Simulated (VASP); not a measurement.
Wanted: the native input for a VASP 6.6.1 run.

```
Task                   : single point
Functional             : LDA
Potentials or basis    : VASP PAW LDA potentials, release 64 (Ni)
Cutoff                 : 520 eV
k mesh                 : 12 × 7 × 10
Occupations            : gaussian, width 0.1 eV
Spin                   : collinear spin, ferromagnetic start
Starting moments       : [2.0, 2.0] μB
Dipole correction      : no
Further INCAR settings : ALGO = Normal; EDIFF = 1e-06; NBANDS = 21; ISYM = 0
```

The structure of Ni lies in POSCAR:

```
Ni
1.0
    0.0000000000     -1.7716500000     -1.7716500000
   -3.5433000000     -1.7716500000     -1.7716500000
    0.0000000000      1.7716500000     -1.7716500000
Ni
2
Direct
    0.0000000000      0.0000000000      0.0000000000
    0.0000000000      0.5000000000      0.5000000000
```

One way to write it, as run:

INCAR

```
PREC     = Accurate       # precision mode
ENCUT    = 520            # plane-wave cutoff, eV
EDIFF    = 1E-6           # SCF threshold, eV
ISMEAR   = 0              # smearing method
SIGMA    = 0.1            # smearing width, eV
LREAL    = F              # projectors in reciprocal space
LASPH    = T              # aspherical terms in the spheres
NELM     = 150            # most SCF steps
ALGO     = Normal         # electronic algorithm
ISIF     = 2              # what is computed and relaxed
LWAVE    = F              # write WAVECAR
LCHARG   = F              # write CHGCAR
ISPIN    = 2              # spin polarisation
MAGMOM   = 2 2            # initial moments
LORBIT   = 11             # projections on sites
LMAXMIX  = 4              # l up to which the mixer works
ISYM     = 0            
NBANDS   = 21             # bands
```

KPOINTS

```
regular mesh
0
Gamma
  12 7 10
```

Potentials or basis: VASP PAW LDA potentials, release 64 (Ni).

The run is started by

```sh
$ cat potpaw_LDA.64/Ni/POTCAR > POTCAR
$ mpirun -np 1 vasp_std > vasp.out
```

It gave:

| Quantity | Value |
| --- | --- |
| Pressure | -20.2 GPa |
| Net moment | 1.23 μB per cell |
| Site moments | Ni +0.62 μB |
| Valence electrons inside the program's atomic spheres | Ni 9.28 |

Caveat: the cell stands under tension.

It took 4.8 min on 1 thread of Intel(R) Xeon(R) 6975P-C (Granite Rapids), on a shared host, peak memory 0.34 GiB.
